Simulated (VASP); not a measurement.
Crystal: CoSi2.

```
Co Si
1.0
     0.00000    2.69133    2.69133
     2.69133    0.00000    2.69133
     2.69133    2.69133    0.00000
Co Si
1 2
Direct
  0.00000 0.00000 0.00000
  0.25000 0.25000 0.25000
  0.75000 0.75000 0.75000
```

Base run:

| Item | Value |
| --- | --- |
| Program | VASP 6.6.1 |
| Functional | PBEsol |
| Potentials or basis | VASP PAW PBE potentials, release 64 (Co, Si) |
| Cutoff | 520 eV |
| k mesh | 14 × 14 × 14 |
| Occupations | gaussian, width 0.15 eV |
| Spin | collinear spin, ferromagnetic start |
| Starting moments | [1.925, 0.0, 0.0] μB |
| Fixed moment | 1.925 μB |

Its results: pressure 6.3 GPa; site moments Co +1.21; Si +0.15 μB.

Q: The run is repeated on the same cell with these changes: fixed moment from 1.925 μB to 0.275 μB; moments at the start from [1.92, 0.0, 0.0] to [0.28, 0.0, 0.0]. What comes out?

A: Pressure -6.8 GPa; site moments Co +0.18; Si +0.02 μB.

Caveats: the PAW data sets were made with another functional, which shifts forces and pressure a little; the total moment is fixed, so each spin has its own Fermi level.
